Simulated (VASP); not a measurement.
# CaO in VASP: a series of runs

Aim: see how the results for CaO move with the level of theory and the settings. Levels: HSE06, PBE. Tasks: single point.

Everything below comes from runs of VASP 6.6.1. Logs are shortened: lines on timing, memory, paths and dates and some standing lists are left out, and cuts for length are marked.

## 1. The cell of the first run

Symmetry: I4/mmm, No. 139, tetragonal system. Conventional cell: a = 3.442 Å, b = 3.442 Å, c = 4.759 Å, α = 90.00°, β = 90.00°, γ = 90.00°. Within 3.1 Å of Ca (site symmetry 4/mmm) lie 6 O at 2.38 to 2.43 Å. Within 3.1 Å of O (site symmetry 4/mmm) lie 6 Ca at 2.38 to 2.43 Å.

## 2. Single point, HSE06 (epitaxial xy strain +1.5%)

POSCAR

```
CaO
1.0
    0.0000000000      2.4335133706      2.3796511456
    2.4335133706      0.0000000000      2.3796511456
    2.4335133706      2.4335133706      0.0000000000
Ca O
1 1
Direct
    0.0000000000      0.0000000000      0.0000000000
    0.5000000000      0.5000000000      0.5000000000
```

INCAR.step1

```
PREC = Accurate ; ENCUT = 520
EDIFF = 1E-5 ; ISMEAR = 0
SIGMA = 0.01 ; LREAL = F
LASPH = T ; NELM = 100
ALGO = Normal ; ISIF = 2
LWAVE = T ; LCHARG = F
GGA = PE ; NBANDS = 15
```

INCAR.step2

```
PREC = Accurate ; ENCUT = 520
EDIFF = 1E-6 ; ISMEAR = 0
SIGMA = 0.01 ; LREAL = F
LASPH = T ; NELM = 100
ALGO = Normal ; ISIF = 2
LWAVE = F ; LCHARG = F
GGA = PE ; LHFCALC = T
HFSCREEN = 0.2079 ; PRECFOCK = Normal
ISTART = 1 ; NBANDS = 15
```

KPOINTS

```
Automatic mesh
0
Gamma
  6 6 6
```

Potentials or basis: VASP PAW PBE potentials, release 64 (Ca_sv, O).

Command:

```console
$ cat potpaw_PBE.64/Ca_sv/POTCAR potpaw_PBE.64/O/POTCAR > POTCAR
$ cp INCAR.step1 INCAR
$ mpirun -np 1 vasp_std > vasp.out
$ cp INCAR.step2 INCAR
$ mpirun -np 1 vasp_std > vasp.out
```

OUTCAR:

```text
PREC = Accurate
   ENCUT = 520
   EDIFF = 1E-6
   ISMEAR = 0
   LREAL = F
   LASPH = T
   NELM = 100
   ISIF = 2
   GGA = PE
   LHFCALC = T
   HFSCREEN = 0.2079
   PRECFOCK = Normal
   ISTART = 1

 ion  position               nearest neighbor table
   1  0.000  0.000  0.000-   2 2.38   2 2.38   2 2.43   2 2.43   2 2.43   2 2.43
   2  0.500  0.500  0.500-   1 2.38   1 2.38   1 2.43   1 2.43   1 2.43   1 2.43

  LATTYP: Found a body centered tetragonal cell.
 ALAT       =     3.4415076129
 C/A-ratio  =     1.3829120335

  Lattice vectors:

 A1 = (   0.0000000000,  -2.4335133706,  -2.3796511456)
 A2 = (   0.0000000000,   2.4335133706,  -2.3796511456)
 A3 = (   2.4335133706,   0.0000000000,   2.3796511456)

Analysis of symmetry for initial positions (statically):
=====================================================================
 Subroutine PRICEL returns:
 Original cell was already a primitive cell.

 Routine SETGRP: Setting up the symmetry group for a
 body centered tetragonal supercell.

 Subroutine GETGRP returns: Found 16 space group operations
 (whereof 16 operations were pure point group operations)
 out of a pool of 16 trial point group operations.

The static configuration has the point symmetry D_4h.

Analysis of symmetry for dynamics (positions and initial velocities):
=====================================================================
 Subroutine PRICEL returns:
 Original cell was already a primitive cell.

 Routine SETGRP: Setting up the symmetry group for a
 body centered tetragonal supercell.

 Subroutine GETGRP returns: Found 16 space group operations
 (whereof 16 operations were pure point group operations)
 out of a pool of 16 trial point group operations.

The dynamic configuration has the point symmetry D_4h.

 Subroutine INISYM returns: Found 16 space group operations
 (whereof 16 operations are pure point group operations),
 and found     1 'primitive' translations

----------------------------------------------------------------------------------------

                                     Primitive cell

  volume of cell :      28.1845

  direct lattice vectors                    reciprocal lattice vectors
     0.000000000  2.433513371  2.379651146    -0.205464250  0.205464250  0.210114832
     2.433513371  0.000000000  2.379651146     0.205464250 -0.205464250  0.210114832
     2.433513371  2.433513371  0.000000000     0.205464250  0.205464250 -0.210114832

  length of vectors
     3.403634366  3.403634366  3.441507613     0.358579641  0.358579641  0.358579641

  position of ions in fractional coordinates (direct lattice)
     0.000000000  0.000000000  0.000000000
     0.500000000  0.500000000  0.500000000

  ion indices of the primitive-cell ions
   primitive index   ion index
                 1           1
                 2           2

----------------------------------------------------------------------------------------

 KPOINTS: Automatic mesh

Automatic generation of k-mesh.
 Grid dimensions read from file:
 generate k-points for:    6    6    6

 Generating k-lattice:

  Cartesian coordinates                     Fractional coordinates (reciprocal lattice)
    -0.034244042  0.034244042  0.035019139     0.166666667  0.000000000  0.000000000
     0.034244042 -0.034244042  0.035019139     0.000000000  0.166666667  0.000000000
     0.034244042  0.034244042 -0.035019139     0.000000000  0.000000000  0.166666667

  Length of vectors
     0.059763273  0.059763273  0.059763273

  Shift w.r.t. Gamma in fractional coordinates (k-lattice)
     0.000000000  0.000000000  0.000000000

 Subroutine IBZKPT returns following result:
 ===========================================

 Found     30 irreducible k-points:

 Following reciprocal coordinates:
            Coordinates               Weight
  0.000000  0.000000  0.000000      1.000000
  0.166667  0.000000  0.000000      8.000000
  0.333333  0.000000  0.000000      8.000000
  0.500000  0.000000  0.000000      4.000000
  0.166667  0.166667  0.000000      2.000000
  0.333333  0.166667  0.000000      8.000000
[... 16 lines left out ...]
  0.333333  0.000000  0.333333      4.000000
  0.500000  0.000000  0.333333     16.000000
 [... further k-points ...]
   k-points           NKPTS =     30   k-points in BZ     NKDIM =    216   number of bands    NBANDS=     15
   number of dos      NEDOS =    301   number of ions     NIONS =      2
   total plane-waves  NPLWV =  21952
   dimension x,y,z NGX =    28 NGY =   28 NGZ =   28
   dimension x,y,z NGXF=    56 NGYF=   56 NGZF=   56
   ions per type =               1   1
   NGX,Y,Z   is equivalent  to a cutoff of  13.68, 13.68, 13.53 a.u.
   NGXF,Y,Z  is equivalent  to a cutoff of  27.35, 27.35, 27.05 a.u.
 SYSTEM =  unknown system
   PREC   = accura    normal or accurate (medium, high low for compatibility)
   ISTART =      1    job   : 0-new  1-cont  2-samecut
   ICHARG =      0    charge: 1-file 2-atom 10-const
   ISPIN  =      1    spin polarized calculation?
   LNONCOLLINEAR =      F non collinear calculations
   LSORBIT =      F    spin-orbit coupling
   LASPH  =      T    aspherical Exc in radial PAW
   ENCUT  =  520.0 eV  38.22 Ry    6.18 a.u.   6.33  6.33  6.40*2*pi/ulx,y,z
   NELM   =    100;   NELMIN=  2; NELMDL=  0     # of ELM steps
   EDIFF  = 0.1E-05   stopping-criterion for ELM
   LREAL  =      F    real-space projection
   EDIFFG = 0.1E-04   stopping-criterion for IOM
   NSW    =      0    number of steps for IOM
   IBRION =     -1    ionic relax: 0-MD 1-quasi-New 2-CG
   NFREE  =      0    steps in history (QN), initial steepest desc. (CG)
   ISIF   =      2    stress and relaxation
   ISYM   =      3    0-nonsym 1-usesym 2-fastsym
   POTIM  = 0.5000    time-step for ionic-motion
   TEBEG  =    0.0;   TEEND  =   0.0 temperature during run
   PSTRESS=    0.0 pullay stress
   NELECT =      16.0000    total number of electrons
   NUPDOWN=      -1.0000    fix difference up-down
   EMIN   =  10.00;   EMAX   =-10.00  energy-range for DOS
   EFERMI =   0.00;   METHOD = LEGACY
   ISMEAR =     0;   SIGMA  =   0.01  broadening in eV -4-tet -1-fermi 0-gaus
   EFERMI_NEDOS =   21; number of points for ismear=-14 and -15
   IALGO  =     38    algorithm
   IMIX   =      1    mixing-type and parameters
     AMIX     =   0.40;   BMIX     =  1.00
     AMIX_MAG =   1.60;   BMIX_MAG =  1.00
  volume/ion in A,a.u.               =      14.09        95.10
  Fermi-wavevector in a.u.,A,eV,Ry     =   1.355537  2.561593 25.000425  1.837479
  Thomas-Fermi vector in A             =   2.482616
   LORBIT       =      0    0 simple, 1 ext, 2 COOP (PROOUT), +10 PAW based schemes
   GGA     = PE    functional components
   LHFCALC =     T    Hartree Fock is set to
   PRECFOCK=normal    Normal, Fast or Accurate (Low or Medium for compatibility)
   ENCUT4O =  -1.0   cutoff for four orbital integrals eV
   NKREDX  =     1    reduce k-point grid by
   NKREDY  =     1    reduce k-point grid by
   NKREDZ  =     1    reduce k-point grid by
   AEXX    =    0.2500 exact exchange contribution
   HFSCREEN=    0.2079 screening length (either q_TF or 0.3 A-1)
   HFSCREENC=   0.2079 screening length for correlation (either q_TF or 0.3 A-1)
   ENCUTFOCK=  -1.0 apply spherical cutoff to Coloumb kernel
   IVDW    =     0    specifies the selected vdW correction
   LEPSILON=     F    determine dielectric tensor
   LRPA    =     F    only Hartree local field effects (RPA)
 non-spin polarized calculation
 Gauss-broadening in eV      SIGMA  =   0.01
  energy-cutoff  :      520.00
  volume of cell :       28.18
 maximum number of plane-waves:       767
 NGX is ok and might be reduce to    28
  NGX = 20; NGY = 20; NGZ = 20

 number of electron      16.0000001 magnetization

 Free energy of the ion-electron system (eV)
  ---------------------------------------------------
  ext. energy  EPLUGINS =         0.00000000
  ---------------------------------------------------
  free energy    TOTEN  =       -14.87228428 eV

  energy without entropy =      -14.87228428  energy(sigma->0) =      -14.87228428

 E-fermi :   1.2926     XC(G=0):  -8.5573

 val. band max:        1.2321944993   @ k =   0.0000   0.0000   0.0000
 cond. band min:       6.4520529612   @ k =   0.5000   0.5000   0.0000
 fundamental gap:      5.2198584619
 Fermi energy:         1.2925969534

 k-point     1 :       0.0000    0.0000    0.0000
  band No.  band energies     occupation
      1     -39.0439      2.00000
      2     -18.3483      2.00000
      3     -18.3483      2.00000
      4     -18.3376      2.00000
      5     -15.8012      2.00000
      6       1.1982      2.00000
      7       1.1982      2.00000
      8       1.2322      2.00000
      9       7.2819      0.00000
     10       9.3040      0.00000
     11       9.3040      0.00000
     12       9.4638      0.00000
     13      10.8502      0.00000
     14      11.0863      0.00000
     15      17.7871      0.00000

 k-point     2 :       0.1667    0.0000    0.0000
  band No.  band energies     occupation
      1     -39.0192      2.00000
      2     -18.7365      2.00000
      3     -18.3636      2.00000
      4     -18.3508      2.00000
      5     -15.3807      2.00000
      6       0.3307      2.00000
      7       0.8532      2.00000
      8       0.8653      2.00000
      9       8.4337      0.00000
     10       9.2696      0.00000
     11       9.8163      0.00000
     12       9.8951      0.00000
     13      11.5029      0.00000
     14      11.7602      0.00000
     15      18.8449      0.00000

 k-point     3 :       0.3333    0.0000    0.0000
  band No.  band energies     occupation
      1     -38.9695      2.00000
      2     -19.3202      2.00000
      3     -18.3937      2.00000
      4     -18.3691      2.00000
      5     -14.7345      2.00000
      6      -1.0066      2.00000
      7       0.2455      2.00000
      8       0.2529      2.00000
      9       9.5690      0.00000
     10      10.4456      0.00000
     11      11.0103      0.00000
     12      11.0234      0.00000
     13      12.8995      0.00000
     14      13.1745      0.00000
     15      18.4221      0.00000

 k-point     4 :       0.5000    0.0000    0.0000
  band No.  band energies     occupation
      1     -38.9444      2.00000
      2     -19.5603      2.00000
      3     -18.4086      2.00000
      4     -18.3780      2.00000
      5     -14.4599      2.00000
      6      -1.5697      2.00000
      7      -0.0302      2.00000
      8      -0.0138      2.00000
      9      10.1668      0.00000
     10      11.1435      0.00000
     11      11.7096      0.00000
     12      11.7263      0.00000
     13      13.8095      0.00000
     14      14.0372      0.00000
     15      17.5129      0.00000
[... 307 lines left out ...]
 k-point    22 :      -0.3333    0.5000    0.1667
  band No.  band energies     occupation
      1     -38.9108      2.00000
      2     -18.8524      2.00000
      3     -18.7561      2.00000
      4     -18.6824      2.00000
      5     -15.2264      2.00000
      6      -0.0416      2.00000
      7       0.0853      2.00000
      8       0.3139      2.00000
      9       7.8800      0.00000
     10      10.8032      0.00000
     11      11.6286      0.00000
     12      13.0605      0.00000
     13      13.0872      0.00000
     14      16.2235      0.00000
     15      16.6282      0.00000

 k-point    23 :       0.3333    0.0000    0.3333
  band No.  band energies     occupation
      1     -38.9490      2.00000
      2     -18.9755      2.00000
      3     -18.5142      2.00000
      4     -18.5024      2.00000
      5     -15.2867      2.00000
      6      -0.6137      2.00000
      7       0.8209      2.00000
      8       0.8497      2.00000
      9       7.0570      0.00000
     10      10.2965      0.00000
     11      11.9330      0.00000
     12      12.2337      0.00000
     13      12.2624      0.00000
     14      13.7050      0.00000
     15      19.1339      0.00000

 k-point    24 :       0.5000    0.0000    0.3333
  band No.  band energies     occupation
      1     -38.9245      2.00000
      2     -19.0097      2.00000
      3     -18.6655      2.00000
      4     -18.5194      2.00000
      5     -15.2279      2.00000
      6      -0.4117      2.00000
      7       0.3161      2.00000
      8       0.5862      2.00000
      9       7.4238      0.00000
     10      11.2545      0.00000
     11      12.0688      0.00000
     12      12.5580      0.00000
     13      12.7672      0.00000
     14      14.7830      0.00000
     15      17.0932      0.00000

 [... further k-points ...]

------------------------ aborting loop because EDIFF is reached ----------------------------------------

  FORCE on cell =-STRESS in cart. coord.  units (eV):
  Direction    XX          YY          ZZ          XY          YZ          ZX
  --------------------------------------------------------------------------------------
  -------------------------------------------------------------------------------------
  Total       -0.4569050     -0.4569050      0.1546348      0.0000000      0.0000000     -0.0000000
  in kB      -25.9732153    -25.9732153      8.7903706      0.0000000      0.0000000     -0.0000000
  external PRESSURE =     -14.3853533 kB  Pullay stress =       0.0000000 kB

 VOLUME and BASIS-vectors are now :
 -----------------------------------------------------------------------------
  energy-cutoff  :      520.00
  volume of cell :       28.18
      direct lattice vectors                 reciprocal lattice vectors
     0.000000000  2.433513371  2.379651146    -0.205464250  0.205464250  0.210114832
     2.433513371  0.000000000  2.379651146     0.205464250 -0.205464250  0.210114832
     2.433513371  2.433513371  0.000000000     0.205464250  0.205464250 -0.210114832

 POSITION                                       TOTAL-FORCE (eV/Angst)
 -----------------------------------------------------------------------------------
      0.00000      0.00000      0.00000         0.000000      0.000000     -0.000000
      2.43351      2.43351      2.37965         0.000000      0.000000      0.000000
 -----------------------------------------------------------------------------------
    total drift:                                0.000000      0.000000      0.000000

  FREE ENERGIE OF THE ION-ELECTRON SYSTEM (eV)
  ---------------------------------------------------
  free  energy   TOTEN  =       -14.8722842804 eV

  energy  without entropy=      -14.8722842804  energy(sigma->0) =      -14.87228428
```

Run time: 29 min. Hardware: 1 thread of Intel Xeon 6975P-C (Granite Rapids), shared host; peak memory 0.27 GiB.

Results:

* Free energy: -14.8723 eV
* Pressure: -1.4 GPa
* Band gap on the k mesh: 5.22 eV (least direct gap 5.70 eV)

Levels at points of the mesh, in eV from the valence-band top:
```csv
k point,band 6,band 7,band 8,band 9,band 10,band 11
"(0.00, 0.00, 0.00)",-0.03,-0.03,0.00,6.05,8.07,8.07
"(0.50, 0.00, 0.00)",-2.80,-1.26,-1.25,8.93,9.91,10.48
"(0.50, 0.50, 0.00)",-1.39,-0.48,-0.48,5.22,10.02,11.03
"(0.50, 0.00, 0.50)",-1.51,-0.44,-0.42,5.30,9.98,11.04
```

Caveat: the cell differs from its parent crystal (epitaxial xy strain +1.5%); the PAW data sets were made with another functional, which shifts forces and pressure a little. A k mesh can miss the band edges.

## 3. Single point, HSE06 (epitaxial 111 strain -1.6%)

POSCAR

```
CaO
1.0
    0.0411374376      2.3993677344      2.3993677344
    2.3993677344      0.0411374376      2.3993677344
    2.3993677344      2.3993677344      0.0411374376
Ca O
1 1
Direct
    0.0000000000      0.0000000000      0.0000000000
    0.5000000000      0.5000000000      0.5000000000
```

INCAR.step1

```
SYSTEM = CaO
ALGO     = Normal         ! electronic algorithm
EDIFF    = 1E-5           ! SCF threshold, eV
ENCUT    = 520            ! plane-wave cutoff, eV
GGA      = PE             ! functional
ISIF     = 2              ! what is computed and relaxed
ISMEAR   = 0              ! smearing method
LASPH    = .True.         ! aspherical terms in the spheres
LREAL    = .False.        ! projectors in reciprocal space
LWAVE    = .True.         ! write WAVECAR
NBANDS   = 15             ! bands
NELM     = 100            ! most SCF steps
PREC     = Accurate       ! precision mode
SIGMA    = 0.01           ! smearing width, eV
```

INCAR.step2

```
SYSTEM = CaO
ALGO     = Normal         ! electronic algorithm
EDIFF    = 1E-7           ! SCF threshold, eV
ENCUT    = 520            ! plane-wave cutoff, eV
GGA      = PE             ! functional
HFSCREEN = 0.2079         ! screening, 1/A
ISIF     = 2              ! what is computed and relaxed
ISMEAR   = 0              ! smearing method
ISTART   = 1            
LASPH    = .True.         ! aspherical terms in the spheres
LCHARG   = .True.         ! write CHGCAR
LELF     = .True.         ! ELF
LHFCALC  = .True.         ! exact exchange
LREAL    = .False.        ! projectors in reciprocal space
LVHAR    = .True.       
LWAVE    = .False.        ! write WAVECAR
NBANDS   = 15             ! bands
NELM     = 100            ! most SCF steps
PREC     = Accurate       ! precision mode
PRECFOCK = Normal       
SIGMA    = 0.01           ! smearing width, eV
```

KPOINTS

```
k-points
0
Gamma
  6 6 6
  0 0 0
```

Potentials or basis: VASP PAW PBE potentials, release 64 (Ca_sv, O).

Command:

```console
$ cat potpaw_PBE.64/Ca_sv/POTCAR potpaw_PBE.64/O/POTCAR > POTCAR
$ cp INCAR.step1 INCAR
$ mpirun -np 1 vasp_std > vasp.out
$ cp INCAR.step2 INCAR
$ mpirun -np 1 vasp_std > vasp.out
```

It took 34 min on 1 thread of Intel Xeon 6975P-C (Granite Rapids), shared host; peak memory 0.27 GiB.

Results (log left out):

| Property | Result |
| --- | --- |
| Free energy | -14.8607 eV |
| Pressure | 3.9 GPa |
| Band gap on the k mesh | 5.25 eV (least direct gap 5.66 eV) |

Stress tensor (GPa, compression positive):
```
 3.90 -1.46 -1.46
-1.46  3.90 -1.46
-1.46 -1.46  3.90
```

Levels at points of the mesh, in eV from the valence-band top:
```csv
k point,band 6,band 7,band 8,band 9,band 10,band 11
"(0.00, 0.00, 0.00)",-0.09,0.00,0.00,6.45,8.05,8.33
"(0.50, 0.00, 0.00)",-2.93,-1.46,-1.32,9.16,10.28,10.67
"(0.50, 0.50, 0.00)",-1.46,-0.49,-0.40,5.25,10.35,11.28
"(0.50, 0.50, 0.50)",-2.93,-1.26,-1.26,9.10,10.31,10.64
```

Caveat: the cell differs from its parent crystal (epitaxial 111 strain -1.6%); the cell stands under pressure; the PAW data sets were made with another functional, which shifts forces and pressure a little.

[end of part 1 of 2]
